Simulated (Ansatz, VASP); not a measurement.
**One calculation of C, two programs**

INCAR

```
PREC     = Accurate       # precision mode
ENCUT    = 520            # plane-wave cutoff, eV
EDIFF    = 1E-6           # SCF threshold, eV
ISMEAR   = 0              # smearing method
SIGMA    = 0.05           # smearing width, eV
LREAL    = False          # projectors in reciprocal space
LASPH    = True           # aspherical terms in the spheres
NELM     = 100            # most SCF steps
ALGO     = Normal         # electronic algorithm
ISIF     = 2              # what is computed and relaxed
LWAVE    = False          # write WAVECAR
LCHARG   = False          # write CHGCAR
GGA      = PE             # functional
NBANDS   = 11             # bands
```

KPOINTS

```
Automatic mesh
0
Gamma
  12 12 12
```

File POSCAR:

```
C
1.0
    0.0000000000      1.8439411660      1.7152340726
    1.8439411660      0.0000000000      1.7152340726
    1.8439411660      1.8439411660      0.0000000000
C
2
Direct
    0.5000000000      0.5000000000      0.5000000000
    0.7500000000      0.7500000000      0.7500000000
```

Input for Ansatz:

```yaml
crystal:
  lattice:
    - [0.0, 1.843941166, 1.7152340726]
    - [1.843941166, 0.0, 1.7152340726]
    - [1.843941166, 1.843941166, 0.0]
  atoms:
    - { symbol: C, position: [0.5, 0.5, 0.5] }
    - { symbol: C, position: [0.75, 0.75, 0.75] }
basis:
  ecutwfc: 520.0
kpoints:
  mp_grid: { grid: [12, 12, 12] }
hamiltonian:
  xc: pbe
  pseudopotentials: { kind: paw, azcp: { folder: soft_1 } }
scf:
  occupations: { method: gaussian, width: 0.05 }
output:
  forces: true
  stress: true
  eigenvalues: true
```

Alike in both runs: task single point; functional PBE; k mesh 12 × 12 × 12; occupations gaussian, width 0.05 eV; no spin polarisation.

|  | VASP | Ansatz |
| --- | --- | --- |
| version | VASP 6.6.1 | Ansatz 0.2.0 |
| potentials or method | VASP PAW PBE potentials, release 64 (C), cutoff 520 eV | scalar-relativistic, plane waves, PAW |
| valence electrons in the cell | 8 | 8 |

Ansatz gave:

| Item | Value |
| --- | --- |
| gap on the k mesh at the Fermi level (eV) | 2.36 |
| least direct gap on the mesh (eV) | 4.32 |
| pressure (GPa) | -9.7 |
| traceless stress, the component that is largest in VASP (GPa) | 40.25 |

Estimate VASP's values.

gap on the k mesh at the Fermi level (eV): 2.35; least direct gap on the mesh (eV): 4.32; pressure (GPa): -9.2; traceless stress, the component that is largest in VASP (GPa): 40.25.

The functional is the same, so the differences come from potentials, cutoffs and numerics.
